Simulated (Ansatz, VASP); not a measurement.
V in VASP and in Ansatz

```
CELL_PARAMETERS angstrom
-1.51300 1.51300 1.51300
1.51300 -1.51300 1.51300
1.51300 1.51300 -1.51300
ATOMIC_POSITIONS crystal
V 0.00000 0.00000 0.00000
```

Alike in both runs: task single point; functional PBE; k mesh 6 × 6 × 6; occupations methfessel-paxton of order 1, width 0.0096 eV; collinear spin.

|  | VASP | Ansatz |
| --- | --- | --- |
| version | VASP 6.6.1 | Ansatz 0.2.0 |
| potentials or method | VASP PAW PBE potentials, release 64 (V_sv) | scalar-relativistic, plane waves, PAW |
| plane-wave cutoff (eV) | 500 | 420 |
| valence electrons in the cell | 13 | 13 |

```tsv
	VASP	Ansatz	Ansatz less VASP
gap on the k mesh at the Fermi level (eV)	none	none	-
pressure (GPa)	-3.8	-3.9	-0.10
net moment per atom (μB)	0.64	0.64	0.000
size of the moment on the site where the two differ most (μB)	0.50	0.48	-0.025
```

Site moments also hang on the region over which each program counts them. A gap of «none» marks a metal or a gap that the smearing closes. The functional is the same, so the differences come from potentials, cutoffs and numerics. Ansatz's warnings: stability check not made.

The k mesh is coarse, so the values compare programs but aren't converged.
